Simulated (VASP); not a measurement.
# Zr3BC4 (Pm-3m) in VASP: a series of runs

The runs below take Zr3BC4 through single point, relaxation of cell and atoms, with PBE.

Program: VASP 6.6.1. These are calculated values, not measurements. Logs are shortened: lines on timing, memory, paths and dates and some standing lists are left out, and cuts for length are marked.

### Step 1. The cell of the first run

It takes space group Pm-3m (No. 221, cubic). Conventional cell: a = 4.615 Å, b = 4.615 Å, c = 4.615 Å, α = 90.00°, β = 90.00°, γ = 90.00°. Zr (site symmetry 4/mmm) has 6 C at 2.31 Å within 3.0 Å. Within 3.0 Å of B (site symmetry m-3m) lie 6 C at 2.31 Å. C (site symmetry 4/mmm) has 4 Zr at 2.31 Å and 2 B at 2.31 Å within 3.0 Å. Within 3.0 Å of C (site symmetry m-3m) lie 6 Zr at 2.31 Å.

### Step 2. Single point, PBE

INCAR reads:

```
  PREC = Accurate
  ENCUT = 520
  EDIFF = 1E-6
  ISMEAR = 0
  SIGMA = 0.1
  LREAL = F
  LASPH = T
  NELM = 100
  ALGO = Normal
  ISIF = 2
  LWAVE = F
  LCHARG = F
  GGA = PE
  NBANDS = 38
```

KPOINTS reads:

```
Automatic mesh
0
Gamma
  8 8 8
```

POSCAR reads:

```
Zr3BC4
1.0
    4.6149609993      0.0000000000      0.0000000000
    0.0000000000      4.6149609993      0.0000000000
    0.0000000000      0.0000000000      4.6149609993
Zr B C
3 1 4
Direct
    0.0000000000      0.5000000000      0.5000000000
    0.5000000000      0.0000000000      0.5000000000
    0.5000000000      0.5000000000      0.0000000000
    0.0000000000      0.0000000000      0.0000000000
    0.5000000000      0.0000000000      0.0000000000
    0.0000000000      0.5000000000      0.0000000000
    0.0000000000      0.0000000000      0.5000000000
    0.5000000000      0.5000000000      0.5000000000
```

Potentials or basis: VASP PAW PBE potentials, release 64 (Zr_sv, B, C).

The run is started by

```bash
cat potpaw_PBE.64/Zr_sv/POTCAR potpaw_PBE.64/B/POTCAR potpaw_PBE.64/C/POTCAR > POTCAR
mpirun -np 1 vasp_std > vasp.out
```

OUTCAR:

```text
PREC = Accurate
   ENCUT = 520
   EDIFF = 1E-6
   ISMEAR = 0
   LREAL = F
   LASPH = T
   NELM = 100
   ISIF = 2
   GGA = PE

 ion  position               nearest neighbor table
   1  0.000  0.500  0.500-   6 2.31   7 2.31   8 2.31   6 2.31   7 2.31   8 2.31   3 3.26   2 3.26
                             2 3.26   2 3.26   3 3.26   3 3.26   3 3.26   2 3.26
   2  0.500  0.000  0.500-   5 2.31   7 2.31   8 2.31   5 2.31   8 2.31   7 2.31   3 3.26   1 3.26
                             3 3.26   1 3.26   3 3.26   1 3.26   3 3.26   1 3.26
   3  0.500  0.500  0.000-   5 2.31   6 2.31   8 2.31   8 2.31   5 2.31   6 2.31   2 3.26   2 3.26
                             2 3.26   1 3.26   2 3.26   1 3.26   1 3.26   1 3.26
   4  0.000  0.000  0.000-
   5  0.500  0.000  0.000-   2 2.31   3 2.31   2 2.31   3 2.31
   6  0.000  0.500  0.000-   1 2.31   3 2.31   1 2.31   3 2.31
   7  0.000  0.000  0.500-   1 2.31   2 2.31   1 2.31   2 2.31
   8  0.500  0.500  0.500-   1 2.31   2 2.31   3 2.31   3 2.31   2 2.31   1 2.31

  LATTYP: Found a simple cubic cell.
 ALAT       =     4.6149609993

  Lattice vectors:

 A1 = (   4.6149609993,   0.0000000000,   0.0000000000)
 A2 = (   0.0000000000,   4.6149609993,   0.0000000000)
 A3 = (   0.0000000000,   0.0000000000,   4.6149609993)

Analysis of symmetry for initial positions (statically):
=====================================================================
 Subroutine PRICEL returns:
 Original cell was already a primitive cell.

 Routine SETGRP: Setting up the symmetry group for a
 simple cubic supercell.

 Subroutine GETGRP returns: Found 48 space group operations
 (whereof 48 operations were pure point group operations)
 out of a pool of 48 trial point group operations.

The static configuration has the point symmetry O_h .

Analysis of symmetry for dynamics (positions and initial velocities):
=====================================================================
 Subroutine PRICEL returns:
 Original cell was already a primitive cell.

 Routine SETGRP: Setting up the symmetry group for a
 simple cubic supercell.

 Subroutine GETGRP returns: Found 48 space group operations
 (whereof 48 operations were pure point group operations)
 out of a pool of 48 trial point group operations.

The dynamic configuration has the point symmetry O_h .

 Subroutine INISYM returns: Found 48 space group operations
 (whereof 48 operations are pure point group operations),
 and found     1 'primitive' translations

[... 109 lines left out ...]
   NSW    =      0    number of steps for IOM
   IBRION =     -1    ionic relax: 0-MD 1-quasi-New 2-CG
   NFREE  =      0    steps in history (QN), initial steepest desc. (CG)
   ISIF   =      2    stress and relaxation
   ISYM   =      2    0-nonsym 1-usesym 2-fastsym
   POTIM  = 0.5000    time-step for ionic-motion
   TEBEG  =    0.0;   TEEND  =   0.0 temperature during run
   PSTRESS=    0.0 pullay stress
   NELECT =      55.0000    total number of electrons
   NUPDOWN=      -1.0000    fix difference up-down
   EMIN   =  10.00;   EMAX   =-10.00  energy-range for DOS
   EFERMI =   0.00;   METHOD = LEGACY
   ISMEAR =     0;   SIGMA  =   0.10  broadening in eV -4-tet -1-fermi 0-gaus
   EFERMI_NEDOS =   21; number of points for ismear=-14 and -15
   IALGO  =     38    algorithm
   IMIX   =      4    mixing-type and parameters
     AMIX     =   0.40;   BMIX     =  1.00
     AMIX_MAG =   1.60;   BMIX_MAG =  1.00
  volume/ion in A,a.u.               =      12.29        82.91
  Fermi-wavevector in a.u.,A,eV,Ry     =   1.349049  2.549333 24.761691  1.819933
  Thomas-Fermi vector in A             =   2.476668
   LORBIT       =      0    0 simple, 1 ext, 2 COOP (PROOUT), +10 PAW based schemes
   GGA     = PE    functional components
   LHFCALC =     F    Hartree Fock is set to
   AEXX    =    0.0000 exact exchange contribution
   IVDW    =     0    specifies the selected vdW correction
   LEPSILON=     F    determine dielectric tensor
   LRPA    =     F    only Hartree local field effects (RPA)
 non-spin polarized calculation
 Gauss-broadening in eV      SIGMA  =   0.10
  energy-cutoff  :      520.00
  volume of cell :       98.29
 maximum number of plane-waves:      2680
 NGX is ok and might be reduce to    36
   NGX = 17   NGY = 17   NGZ = 17

 number of electron      54.9999997 magnetization

 Free energy of the ion-electron system (eV)
  ---------------------------------------------------
  ext. energy  EPLUGINS =         0.00000000
  ---------------------------------------------------
  free energy    TOTEN  =       -66.62197329 eV

  energy without entropy =      -66.60446691  energy(sigma->0) =      -66.61322010

 E-fermi :   8.0467     XC(G=0): -11.8353

 val. band max:        8.0421553685   @ k =   0.3750   0.1250   0.0000
 cond. band min:       8.0550861355   @ k =   0.1250   0.1250   0.0000
 fundamental gap:      0.0129307671
 Fermi energy:         8.0466852319

 k-point     1 :       0.0000    0.0000    0.0000
  band No.  band energies     occupation
      1     -39.5804      2.00000
      2     -39.4525      2.00000
      3     -39.4525      2.00000
      4     -17.9873      2.00000
      5     -17.9873      2.00000
      6     -17.9873      2.00000
[... 973 lines left out ...]
     37      13.0694      0.00000
     38      13.2648      0.00000

 [... further k-points ...]
[... 5 lines left out ...]
  --------------------------------------------------------------------------------------
  -------------------------------------------------------------------------------------
  Total        0.1185076      0.1185076      0.1185076      0.0000000      0.0000000     -0.0000000
  in kB        1.9317571      1.9317571      1.9317571      0.0000000      0.0000000     -0.0000000
  external PRESSURE =       1.9317571 kB  Pullay stress =       0.0000000 kB

 VOLUME and BASIS-vectors are now :
 -----------------------------------------------------------------------------
  energy-cutoff  :      520.00
  volume of cell :       98.29
      direct lattice vectors                 reciprocal lattice vectors
     4.614960999  0.000000000  0.000000000     0.216686555  0.000000000  0.000000000
     0.000000000  4.614960999  0.000000000     0.000000000  0.216686555  0.000000000
     0.000000000  0.000000000  4.614960999     0.000000000  0.000000000  0.216686555

 POSITION                                       TOTAL-FORCE (eV/Angst)
 -----------------------------------------------------------------------------------
      0.00000      2.30748      2.30748         0.000000      0.000000      0.000000
      2.30748      0.00000      2.30748         0.000000      0.000000      0.000000
      2.30748      2.30748      0.00000         0.000000      0.000000      0.000000
      0.00000      0.00000      0.00000         0.000000      0.000000      0.000000
      2.30748      0.00000      0.00000         0.000000      0.000000      0.000000
      0.00000      2.30748      0.00000         0.000000      0.000000      0.000000
      0.00000      0.00000      2.30748         0.000000      0.000000      0.000000
      2.30748      2.30748      2.30748         0.000000      0.000000      0.000000
 -----------------------------------------------------------------------------------
    total drift:                                0.000000      0.000000      0.000000

  FREE ENERGIE OF THE ION-ELECTRON SYSTEM (eV)
  ---------------------------------------------------
  free  energy   TOTEN  =       -66.6219732857 eV

  energy  without entropy=      -66.6044669060  energy(sigma->0) =      -66.61322010
```

stdout:

```text
POSCAR found type information on POSCAR ZrB C
 POSCAR found :  3 types and       8 ions
 scaLAPACK will be used
 LDA part: xc-table for (Slater+PW92), standard interpolation
 POSCAR, INCAR and KPOINTS ok, starting setup
 FFT: planning ... GRIDC
 FFT: planning ... GRID_SOFT
 FFT: planning ... GRID
 WAVECAR not read
 entering main loop
```

It took 92 s on 1 thread of Intel Xeon Platinum 8259CL at 2.50GHz (Skylake/Cascade Lake), shared host; peak memory 0.26 GiB.

Results:

```
Free energy : -66.6220 eV
Pressure    : 0.2 GPa
```

### Step 3. Relaxation of cell and atoms, PBE

This run uses another cell than the first one, of 12.23 Å³/atom, 0.995 times its volume.

INCAR reads:

```
  PREC = Accurate
  ENCUT = 600
  EDIFF = 1E-6
  ISMEAR = 0
  SIGMA = 0.1
  LREAL = False
  LASPH = True
  NELM = 100
  ALGO = Normal
  ISIF = 3
  LWAVE = False
  LCHARG = False
  GGA = PE
  IBRION = 2
  NSW = 100
  EDIFFG = -0.01
```

KPOINTS is that of step 2.

POSCAR, as its differences from that of step 2:

```diff
@@ -2,5 +2,5 @@
 1.0
-    4.6149609993      0.0000000000      0.0000000000
-    0.0000000000      4.6149609993      0.0000000000
-    0.0000000000      0.0000000000      4.6149609993
+    4.6077044231      0.0000000000      0.0000000000
+    0.0000000000      4.6077044231      0.0000000000
+    0.0000000000      0.0000000000      4.6077044231
 Zr B C
```

Potentials or basis: VASP PAW PBE potentials, release 64 (Zr_sv, B, C).

The run is started by

```bash
cat potpaw_PBE.64/Zr_sv/POTCAR potpaw_PBE.64/B/POTCAR potpaw_PBE.64/C/POTCAR > POTCAR
mpirun -np 1 vasp_std > vasp.out
```

OUTCAR:

```text
PREC = Accurate
   ENCUT = 600
   EDIFF = 1E-6
   ISMEAR = 0
   LREAL = False
   LASPH = True
   NELM = 100
   ISIF = 3
   GGA = PE
   IBRION = 2
   NSW = 100
   EDIFFG = -0.01

 ion  position               nearest neighbor table
   1  0.000  0.500  0.500-   6 2.30   7 2.30   8 2.30   6 2.30   7 2.30   8 2.30   3 3.26   2 3.26
                             2 3.26   2 3.26   3 3.26   3 3.26   3 3.26   2 3.26
   2  0.500  0.000  0.500-   5 2.30   7 2.30   8 2.30   5 2.30   8 2.30   7 2.30   3 3.26   1 3.26
                             3 3.26   1 3.26   3 3.26   1 3.26   3 3.26   1 3.26
   3  0.500  0.500  0.000-   5 2.30   6 2.30   8 2.30   8 2.30   5 2.30   6 2.30   2 3.26   2 3.26
                             2 3.26   1 3.26   2 3.26   1 3.26   1 3.26   1 3.26
   4  0.000  0.000  0.000-
   5  0.500  0.000  0.000-   2 2.30   3 2.30   2 2.30   3 2.30
   6  0.000  0.500  0.000-   1 2.30   3 2.30   1 2.30   3 2.30
   7  0.000  0.000  0.500-   1 2.30   2 2.30   1 2.30   2 2.30
   8  0.500  0.500  0.500-   1 2.30   2 2.30   3 2.30   3 2.30   2 2.30   1 2.30

  LATTYP: Found a simple cubic cell.
 ALAT       =     4.6077044231

  Lattice vectors:

 A1 = (   4.6077044231,   0.0000000000,   0.0000000000)
 A2 = (   0.0000000000,   4.6077044231,   0.0000000000)
[... 191 lines left out ...]

------------------------ aborting loop because EDIFF is reached ----------------------------------------

  FORCE on cell =-STRESS in cart. coord.  units (eV):
  Direction    XX          YY          ZZ          XY          YZ          ZX
  --------------------------------------------------------------------------------------
  -------------------------------------------------------------------------------------
  Total        0.6306952      0.6306952      0.6306952      0.0000000     -0.0000000      0.0000000
  in kB       10.3294275     10.3294275     10.3294275      0.0000000     -0.0000000      0.0000000
  external PRESSURE =      10.3294275 kB  Pullay stress =       0.0000000 kB
[... 71 lines left out ...]
--------------------------------------- Ionic step        3  -------------------------------------------

 number of electron      55.0000003 magnetization

 Free energy of the ion-electron system (eV)
  ---------------------------------------------------
  ext. energy  EPLUGINS =         0.00000000
  ---------------------------------------------------
  free energy    TOTEN  =       -66.62486603 eV

  energy without entropy =      -66.60736175  energy(sigma->0) =      -66.61611389

 E-fermi :   8.0398     XC(G=0): -11.8325

 val. band max:        8.0352394097   @ k =   0.3750   0.1250   0.0000
 cond. band min:       8.0476640285   @ k =   0.1250   0.1250   0.0000
 fundamental gap:      0.0124246188
 Fermi energy:         8.0398418902

 k-point     1 :       0.0000    0.0000    0.0000
  band No.  band energies     occupation
      1     -39.5898      2.00000
      2     -39.4623      2.00000
      3     -39.4623      2.00000
      4     -17.9959      2.00000
      5     -17.9959      2.00000
      6     -17.9959      2.00000
[... 853 lines left out ...]
     32      11.8692      0.00000
     33      12.2067      0.00000

 [... further k-points ...]
[... 5 lines left out ...]
  --------------------------------------------------------------------------------------
  -------------------------------------------------------------------------------------
  Total       -0.0006060     -0.0006060     -0.0006060     -0.0000000     -0.0000000      0.0000000
  in kB       -0.0098724     -0.0098724     -0.0098724     -0.0000000     -0.0000000      0.0000000
  external PRESSURE =      -0.0098724 kB  Pullay stress =       0.0000000 kB
[... 23 lines left out ...]
  FREE ENERGIE OF THE ION-ELECTRON SYSTEM (eV)
  ---------------------------------------------------
  free  energy   TOTEN  =       -66.6248660273 eV

  energy  without entropy=      -66.6073617535  energy(sigma->0) =      -66.61611389

 reached required accuracy - stopping structural energy minimisation
```

OSZICAR:

```text
N       E                     dE             d eps       ncg     rms          rms(c)
DAV:   1     0.515790765708E+03    0.51579E+03   -0.31937E+04  2310   0.184E+03
DAV:   2    -0.256148165186E+02   -0.54141E+03   -0.53178E+03  2698   0.466E+02
DAV:   3    -0.735617519586E+02   -0.47947E+02   -0.47092E+02  3724   0.111E+02
[... 28 lines left out ...]
DAV:   4    -0.666246718848E+02   -0.23212E-03   -0.19794E-03  3093   0.154E-01    0.584E-02
DAV:   5    -0.666247846331E+02   -0.11275E-03   -0.26138E-04  3748   0.772E-02    0.578E-02
DAV:   6    -0.666248588380E+02   -0.74205E-04   -0.12466E-04  3836   0.456E-02    0.210E-02
DAV:   7    -0.666248646751E+02   -0.58371E-05   -0.64941E-06  2566   0.149E-02    0.582E-03
DAV:   8    -0.666248661289E+02   -0.14538E-05   -0.80347E-07  1309   0.618E-03    0.873E-04
DAV:   9    -0.666248660273E+02    0.10157E-06   -0.14026E-07  1266   0.250E-03
   3 F= -.66624866E+02 E0= -.66616114E+02  d E =-.167047E-02
```

CONTCAR:

```text
Zr3BC4
   1.00000000000000
     4.6158638254785052    0.0000000000000000    0.0000000000000000
     0.0000000000000000    4.6158638254785052    0.0000000000000000
     0.0000000000000000   -0.0000000000000000    4.6158638254785052
  Zr              B               C
     3     1     4
Direct
     0.0000000000000000    0.5000000000000000    0.5000000000000000
     0.5000000000000000    0.0000000000000000    0.5000000000000000
     0.5000000000000000    0.5000000000000000    0.0000000000000000
     0.0000000000000000    0.0000000000000000    0.0000000000000000
     0.5000000000000000    0.0000000000000000    0.0000000000000000
     0.0000000000000000    0.5000000000000000    0.0000000000000000
     0.0000000000000000    0.0000000000000000    0.5000000000000000
     0.5000000000000000    0.5000000000000000    0.5000000000000000

  0.00000000E+00  0.00000000E+00  0.00000000E+00
  0.00000000E+00  0.00000000E+00  0.00000000E+00
  0.00000000E+00  0.00000000E+00  0.00000000E+00
  0.00000000E+00  0.00000000E+00  0.00000000E+00
  0.00000000E+00  0.00000000E+00  0.00000000E+00
  0.00000000E+00  0.00000000E+00  0.00000000E+00
  0.00000000E+00  0.00000000E+00  0.00000000E+00
  0.00000000E+00  0.00000000E+00  0.00000000E+00
```

It took 4.9 min on 1 thread of Intel Xeon Platinum 8259CL at 2.50GHz (Skylake/Cascade Lake), shared host; peak memory 0.33 GiB.

Results:

- Free energy: -66.6249 eV
- Relaxed volume: 12.29 Å³/atom
- Relaxed cell: a = 4.616 Å, b = 4.616 Å, c = 4.616 Å, α = 90.00°, β = 90.00°, γ = 90.00°
- Space group after relaxing (to 0.05 Å): Pm-3m (No. 221)
- Energy gained by relaxing: 0.2 meV/atom
- Ionic steps: 3
- Pressure after relaxing: 0.0 GPa

Step by step:
| step | energy change (eV) | largest force (eV/Å) | pressure (GPa) | volume (Å³) |
| --- | --- | --- | --- | --- |
| 1 | 0.0000 | 0.0000 | 1.03 | 97.83 |
| 2 | 0.0005 | 0.0000 | -1.16 | 98.95 |
| 3 | -0.0017 | 0.0000 | 0.00 | 98.35 |

Final structure:
```yaml
crystal:
  lattice:
    - [4.61586, 0.00000, 0.00000]
    - [0.00000, 4.61586, 0.00000]
    - [0.00000, 0.00000, 4.61586]
  atoms:
    - { symbol: Zr, position: [0.00000, 0.50000, 0.50000] }
    - { symbol: Zr, position: [0.50000, 0.00000, 0.50000] }
    - { symbol: Zr, position: [0.50000, 0.50000, 0.00000] }
    - { symbol: B, position: [0.00000, 0.00000, 0.00000] }
    - { symbol: C, position: [0.50000, 0.00000, 0.00000] }
    - { symbol: C, position: [0.00000, 0.50000, 0.00000] }
    - { symbol: C, position: [0.00000, 0.00000, 0.50000] }
    - { symbol: C, position: [0.50000, 0.50000, 0.50000] }
```
